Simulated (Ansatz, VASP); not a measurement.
GaN in VASP and in Ansatz

```
CELL_PARAMETERS angstrom
5.95166 0.00000 0.00000
0.00000 3.38880 0.00000
0.00000 0.00000 3.20873
ATOMIC_POSITIONS crystal
Ga 0.75000 0.00000 0.35541
Ga 0.00000 0.50000 0.00000
Ga 0.25000 0.00000 0.64459
Ga 0.50000 0.50000 0.00000
N 0.75000 0.50000 0.64459
N 0.00000 0.00000 0.00000
N 0.25000 0.50000 0.35541
N 0.50000 0.00000 0.00000
```

Alike in both runs: task relaxation of cell and atoms; functional PBE; k mesh 4 × 6 × 6; occupations gaussian, width 0.1 eV; no spin polarisation.

|  | VASP | Ansatz |
| --- | --- | --- |
| version | VASP 6.6.1 | Ansatz 0.2.0 |
| potentials or method | VASP PAW PBE potentials, release 64 (Ga_d, N), cutoff 600 eV | scalar-relativistic, plane waves, PAW |
| valence electrons in the cell | 72 | 72 |

```tsv
	VASP	Ansatz	Ansatz less VASP
gap on the k mesh at the Fermi level, each at its own relaxed structure (eV)	0.33	0.40	+0.065
relaxed volume (Å³/atom)	9.72	9.71	-0.009
relaxed cell length with the largest relative difference (Å)	4.234	4.262	+0.0279
```

Noted on VASP's run: the volume moved by over 15 % at a fixed basis, so the end points are rough.
